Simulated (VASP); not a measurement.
# Ru in VASP: single point with SCAN

Aim: the single point of Ru with SCAN.

Everything below comes from runs of VASP 6.6.1. Logs are shortened: lines on timing, memory, paths and dates and some standing lists are left out, and cuts for length are marked.

**1. The cell of the first run**

The cell holds a slab with vacuum, 7 atoms: a = 2.706 Å, b = 2.706 Å, c = 27.846 Å, α = 90.00°, β = 90.00°, γ = 120.00°.

**2. Single point, SCAN**

POSCAR reads:

```
Ru
1.0
    2.7057993342      0.0000000000      0.0000000000
   -1.3528996671      2.3432909610      0.0000000000
    0.0000000000      0.0000000000     27.8457000000
Ru
7
Direct
    0.6666666667      0.3333333334      0.2693414064
    0.3333333333      0.6666666666      0.3462276043
    0.6666666667      0.3333333334      0.4231138021
    0.3333333333      0.6666666666      0.5000000000
    0.6666666667      0.3333333334      0.5768861979
    0.3333333333      0.6666666666      0.6537723957
    0.6666666667      0.3333333334      0.7306585936
```

INCAR.step1 reads:

```
  LDIPOL = True
  IDIPOL = 3
  DIPOL = 0.5 0.5 0.500
  ISMEAR = 0
  SIGMA = 0.03
  LWAVE = True
  LCHARG = True
  ISIF = 0
  NELM = 100
  ALGO = Normal
  PREC = Accurate
  LASPH = True
  LREAL = False
  EDIFF = 1E-5
  GGA_COMPAT = False
  ENCUT = 440
  EFERMI = MIDGAP
  NELMDL = -8
  KPAR = 2
  GGA = PE
```

INCAR.step2 reads:

```
  METAGGA = SCAN
  LDIPOL = True
  IDIPOL = 3
  DIPOL = 0.5 0.5 0.500
  ISMEAR = 0
  SIGMA = 0.03
  LWAVE = False
  LCHARG = False
  ISIF = 0
  NELM = 100
  ALGO = All
  PREC = Accurate
  LASPH = True
  LREAL = False
  EDIFF = 1E-6
  GGA_COMPAT = False
  ENCUT = 440
  EFERMI = MIDGAP
  NELMDL = -8
  LMIXTAU = True
  KPAR = 2
  ISTART = 1
  ISEARCH = 1
```

KPOINTS reads:

```
k-points
0
Gamma
  7 7 1
```

Potentials or basis: VASP PAW PBE potentials, release 64 (Ru_pv).

Started as:

```bash
$ cat potpaw_PBE.64/Ru_pv/POTCAR > POTCAR
$ cp INCAR.step1 INCAR
$ mpirun -np 2 vasp_std > vasp.out
$ cp INCAR.step2 INCAR
$ mpirun -np 2 vasp_std > vasp.out
```

OUTCAR:

```text
METAGGA = SCAN
   ISMEAR = 0
   ISIF = 0
   NELM = 100
   PREC = Accurate
   LASPH = True
   LREAL = False
   EDIFF = 1E-6
   ENCUT = 440
   EFERMI = MIDGAP
   NELMDL = -8
   ISTART = 1

 Found      8 irreducible k-points:

 Following reciprocal coordinates:
            Coordinates               Weight
  0.000000  0.000000  0.000000      1.000000
  0.142857 -0.000000  0.000000      6.000000
  0.285714 -0.000000  0.000000      6.000000
  0.428571  0.000000  0.000000      6.000000
  0.142857  0.142857  0.000000      6.000000
  0.285714  0.142857  0.000000     12.000000
   k-points           NKPTS =      8   k-points in BZ     NKDIM =      8   number of bands    NBANDS=     58
   number of dos      NEDOS =    301   number of ions     NIONS =      7
   total plane-waves  NPLWV =  76800
   dimension x,y,z NGX =    20 NGY =   20 NGZ =  192
   dimension x,y,z NGXF=    40 NGYF=   40 NGZF=  384
   ions per type =               7
   NGX,Y,Z   is equivalent  to a cutoff of  12.29, 12.29, 11.46 a.u.
   NGXF,Y,Z  is equivalent  to a cutoff of  24.58, 24.58, 22.93 a.u.
 SYSTEM =  unknown system
   PREC   = accura    normal or accurate (medium, high low for compatibility)
   ISTART =      1    job   : 0-new  1-cont  2-samecut
   ICHARG =      0    charge: 1-file 2-atom 10-const
   ISPIN  =      1    spin polarized calculation?
   LNONCOLLINEAR =      F non collinear calculations
   LSORBIT =      F    spin-orbit coupling
   LASPH  =      T    aspherical Exc in radial PAW
   ENCUT  =  440.0 eV  32.34 Ry    5.69 a.u.   4.63  4.63 47.63*2*pi/ulx,y,z
   NELM   =    100;   NELMIN=  2; NELMDL= -8     # of ELM steps
   EDIFF  = 0.1E-05   stopping-criterion for ELM
   LREAL  =      F    real-space projection
   EDIFFG = 0.1E-04   stopping-criterion for IOM
   NSW    =      0    number of steps for IOM
   IBRION =     -1    ionic relax: 0-MD 1-quasi-New 2-CG
   NFREE  =      0    steps in history (QN), initial steepest desc. (CG)
   ISIF   =      0    stress and relaxation
   ISYM   =      2    0-nonsym 1-usesym 2-fastsym
   POTIM  = 0.5000    time-step for ionic-motion
   TEBEG  =    0.0;   TEEND  =   0.0 temperature during run

   SCALEE = 1.0000    scale energy and forces
   PSTRESS=    0.0 pullay stress
   NELECT =      98.0000    total number of electrons
   NUPDOWN=      -1.0000    fix difference up-down
   EMIN   =  10.00;   EMAX   =-10.00  energy-range for DOS
   EFERMI =   0.00;   METHOD = MIDGAP
   ISMEAR =     0;   SIGMA  =   0.03  broadening in eV -4-tet -1-fermi 0-gaus
   EFERMI_NEDOS =   21; number of points for ismear=-14 and -15
   IALGO  =     58    algorithm
   IMIX   =      4    mixing-type and parameters
     AMIX     =   0.40;   BMIX     =  1.00
     AMIX_MAG =   1.60;   BMIX_MAG =  1.00
  volume/ion in A,a.u.               =      25.22       170.21
  Fermi-wavevector in a.u.,A,eV,Ry     =   1.345417  2.542469 24.628540  1.810147
  Thomas-Fermi vector in A             =   2.473332
   LORBIT       =      0    0 simple, 1 ext, 2 COOP (PROOUT), +10 PAW based schemes
   METAGGA = SCAN    functional components
   LHFCALC =     F    Hartree Fock is set to
   AEXX    =    0.0000 exact exchange contribution
   IVDW    =     0    specifies the selected vdW correction
   LEPSILON=     F    determine dielectric tensor
   LRPA    =     F    only Hartree local field effects (RPA)

   CSHIFT  =0.1000    complex shift for real part using Kramers Kronig

   OMEGAMAX=  -1.0    maximum frequency
 non-spin polarized calculation
 Gauss-broadening in eV      SIGMA  =   0.03
  energy-cutoff  :      440.00
  volume of cell :      176.55
 maximum number of plane-waves:      3734
 NGX is ok and might be reduce to    20
   NGX =  9   NGY =  9   NGZ = 95

 added-field ion interaction          0.000000 eV  (added to PSCEN)

 number of electron      98.0000019 magnetization

 DIPCOR: dipole corrections for dipol
 direction  3 min pos     1,
 dipolmoment           0.000000      0.000000      0.000000 electrons x Angstroem
 Tr[quadrupol]      -159.900018

 energy correction for charged system         0.000000 eV

 dipol+quadrupol energy correction           -0.000000 eV

 added-field ion interaction         -0.000000 eV  (added to PSCEN)

 Free energy of the ion-electron system (eV)
  ---------------------------------------------------
  ext. energy  EPLUGINS =         0.00000000
  ---------------------------------------------------
  free energy    TOTEN  =      -241.28141521 eV

  energy without entropy =     -241.27592093  energy(sigma->0) =     -241.27866807

 E-fermi :   4.5081     XC(G=0):  -9.1195

 val. band max:        4.4726443173   @ k =   0.2857   0.1429   0.0000
 cond. band min:       4.5134670227   @ k =   0.2857  -0.0000   0.0000
 fundamental gap:      0.0408227054
 Fermi energy:         4.5080552056

 k-point     1 :       0.0000    0.0000    0.0000
  band No.  band energies     occupation
      1     -40.6482      2.00000
      2     -40.5228      2.00000
      3     -40.2626      2.00000
      4     -39.9505      2.00000
      5     -39.6924      2.00000
      6     -39.6924      2.00000
[... 50 lines left out ...]
     57       5.1484      0.00000
     58       5.5673      0.00000

 k-point     2 :       0.1429   -0.0000    0.0000
  band No.  band energies     occupation
      1     -40.5823      2.00000
      2     -40.4793      2.00000
      3     -40.2582      2.00000
      4     -40.0181      2.00000
      5     -39.8749      2.00000
      6     -39.8149      2.00000
[... 50 lines left out ...]
     57       5.0557      0.00000
     58       5.5642      0.00000

 k-point     3 :       0.2857   -0.0000    0.0000
  band No.  band energies     occupation
      1     -40.4338      2.00000
      2     -40.4190      2.00000
      3     -40.3403      2.00000
      4     -40.2814      2.00000
      5     -40.1883      2.00000
      6     -40.1086      2.00000
[... 50 lines left out ...]
     57       5.6314      0.00000
     58       5.9133      0.00000

 k-point     4 :       0.4286    0.0000    0.0000
  band No.  band energies     occupation
      1     -40.5557      2.00000
      2     -40.5552      2.00000
      3     -40.4812      2.00000
      4     -40.4602      2.00000
      5     -40.3235      2.00000
      6     -40.2417      2.00000
[... 50 lines left out ...]
     57       6.4940      0.00000
     58       6.5472      0.00000

 k-point     5 :       0.1429    0.1429    0.0000
  band No.  band energies     occupation
      1     -40.4698      2.00000
      2     -40.4202      2.00000
      3     -40.2906      2.00000
      4     -40.1827      2.00000
      5     -40.0945      2.00000
      6     -40.0008      2.00000
[... 50 lines left out ...]
     57       5.3349      0.00000
     58       5.9234      0.00000

 k-point     6 :       0.2857    0.1429    0.0000
  band No.  band energies     occupation
      1     -40.4503      2.00000
      2     -40.4412      2.00000
      3     -40.3784      2.00000
      4     -40.3750      2.00000
      5     -40.2484      2.00000
      6     -40.2481      2.00000
[... 50 lines left out ...]
     57       7.0705      0.00000
     58       7.2151      0.00000

 [... further k-points ...]

------------------------ aborting loop because EDIFF is reached ----------------------------------------

 vacuum level on the upper side and lower side of the slab       (xc-potential included)         0.013         0.013

 VOLUME and BASIS-vectors are now :
 -----------------------------------------------------------------------------
  energy-cutoff  :      440.00
  volume of cell :      176.55
      direct lattice vectors                 reciprocal lattice vectors
     2.705799334  0.000000000  0.000000000     0.369576556  0.213375124  0.000000000
    -1.352899667  2.343290961  0.000000000     0.000000000  0.426750249  0.000000000
     0.000000000  0.000000000 27.845700000     0.000000000  0.000000000  0.035912188

 POSITION                                       TOTAL-FORCE (eV/Angst)
 -----------------------------------------------------------------------------------
      1.35290      0.78110      7.50000        -0.000000      0.000000      1.259068
     -0.00000      1.56219      9.64095         0.000000     -0.000000     -1.015913
      1.35290      0.78110     11.78190         0.000000      0.000000      0.040468
     -0.00000      1.56219     13.92285        -0.000000     -0.000000      0.000000
      1.35290      0.78110     16.06380         0.000000      0.000000     -0.040468
     -0.00000      1.56219     18.20475         0.000000     -0.000000      1.015913
      1.35290      0.78110     20.34570        -0.000000     -0.000000     -1.259068
 -----------------------------------------------------------------------------------
    total drift:                                0.000000     -0.000000      0.000000

  FREE ENERGIE OF THE ION-ELECTRON SYSTEM (eV)
  ---------------------------------------------------
  free  energy   TOTEN  =      -241.2814152068 eV

  energy  without entropy=     -241.2759191377  energy(sigma->0) =     -241.27866717

 vacuum level on the upper side and lower side of the slab         9.573         9.573
```

Run time: 12 min. Hardware: 2 MPI ranks of Intel Xeon Platinum 8124M at 3.00GHz (Skylake/Cascade Lake), shared host; peak memory 0.33 GiB.

Results:

```yaml
Free_energy: -241.2814 eV
Largest_force: 1.259 eV/Å
Band_gap_on_the_k_mesh: zero (bands 49 and 50 overlap by 2.57 eV)
```

Forces on the atoms (eV/Å):
```
Ru   0.000  0.000  1.259
Ru   0.000  0.000 -1.016
Ru   0.000  0.000  0.040
Ru   0.000  0.000  0.000
Ru   0.000  0.000 -0.040
Ru   0.000  0.000  1.016
Ru   0.000  0.000 -1.259
```

Levels at points of the mesh, in eV from the Fermi level:
| k point | band 45 | band 46 | band 47 | band 48 | band 49 | band 50 | band 51 | band 52 | band 53 | band 54 |
| --- | --- | --- | --- | --- | --- | --- | --- | --- | --- | --- |
| (0.00, 0.00, 0.00) | -1.98 | -1.98 | -1.82 | -1.17 | -1.17 | -0.61 | -0.61 | -0.56 | 0.04 | 0.04 |

Caveat: the k points lie up to 0.38 Å⁻¹ apart, too coarse for converged energies and pressures of a metal; the PAW data sets were made with another functional, which shifts forces and pressure a little.

The gap in the log of VASP goes by the Fermi energy; the results here count the filled bands.